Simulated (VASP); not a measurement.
Here is a VASP 6.6.1 calculation.

POSCAR

```
Rh
1.0
    0.0000000000      1.9014762304      1.9014762304
    1.9014762304      0.0000000000      1.9014762304
    1.9014762304      1.9014762304      0.0000000000
Rh
1
Direct
    0.0000000000      0.0000000000      0.0000000000
```

Contents of INCAR.step1:

```
SYSTEM = Rh
  PREC = Accurate
  ENCUT = 600
  ISMEAR = -1
  SIGMA = 0.08
  LREAL = .FALSE.
  LASPH = .TRUE.
  NELM = 60
  GGA = PE
  ALGO = Normal
  EDIFF = 1E-4
  LWAVE = .TRUE.
  LCHARG = .FALSE.
```

Contents of INCAR.step2:

```
SYSTEM = Rh
  PREC = Accurate
  ENCUT = 600
  EDIFF = 1E-7
  ISMEAR = -1
  SIGMA = 0.08
  LREAL = .FALSE.
  LASPH = .TRUE.
  NELM = 60
  ALGO = Normal
  ISIF = 3
  LWAVE = .FALSE.
  LCHARG = .FALSE.
  METAGGA = R2SCAN
  LMIXTAU = .TRUE.
  IBRION = 2
  NSW = 60
  EDIFFG = -0.005
  ISTART = 1
```

Contents of KPOINTS:

```
Automatic mesh
0
G
  20 20 20
  0 0 0
```

Potentials or basis: VASP PAW PBE potentials, release 64 (Rh_pv).

Launch:

```console
$ cat potpaw_PBE.64/Rh_pv/POTCAR > POTCAR
$ cp INCAR.step1 INCAR
$ mpirun -np 1 vasp_std > vasp.out
$ cp INCAR.step2 INCAR
$ mpirun -np 1 vasp_std > vasp.out
```

Q: What does it give for the relaxed volume?

A: 13.78 Å³/atom.

Q: What does it give for the space group after relaxing (to 0.05 Å)?

A: Fm-3m (No. 225).

Q: Predict the relaxed cell.

A: a = 2.691 Å, b = 2.691 Å, c = 2.691 Å, α = 60.00°, β = 60.00°, γ = 60.00°.

Final structure:
```
CELL_PARAMETERS angstrom
0.00000 1.90286 1.90286
1.90286 0.00000 1.90286
1.90286 1.90286 0.00000
ATOMIC_POSITIONS crystal
Rh 0.00000 0.00000 0.00000
```

Caveat: the PAW data sets were made with another functional, which shifts forces and pressure a little.
